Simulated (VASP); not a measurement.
Runs of VASP 6.6.1 on Mg2C3. The structure is that of space group C2/m (No. 12), or close to it. The cells are those of the table. 

```tsv
cell	k mesh	smearing	gap on the mesh (eV)	pressure (GPa)	largest force (eV/Å)
a = 3.342, b = 3.342, c = 5.011 Å, angles 100.2, 100.2, 88.8°, 5 atoms	10 × 10 × 6	gaussian 0.05 eV	1.88	-0.3	0.11
a = 3.348, b = 3.348, c = 4.985 Å, angles 100.1, 100.1, 88.7°, 5 atoms	6 × 6 × 4	gaussian 0.1 eV	1.97	-0.2	(b)
a = 3.342, b = 3.342, c = 5.011 Å, angles 100.2, 100.2, 88.8°, 5 atoms	8 × 8 × 6	gaussian 0.05 eV	1.88	-0.3	0.11
a = 3.370, b = 3.370, c = 4.987 Å, angles 100.2, 100.2, 88.4°, 5 atoms	6 × 6 × 4	gaussian 0.1 eV	(a)	-3.2	0.72
```

Alike in all rows: task single point; level r2SCAN; potentials or basis VASP PAW PBE potentials, release 64 (Mg, C); no spin polarisation; cutoff (eV) 520.

Q: Estimate the missing entries.

A: (a) 2.03; (b) 0.15.

Caveats: the PAW data sets were made with another functional, which shifts forces and pressure a little.

A k mesh can miss the band edges.
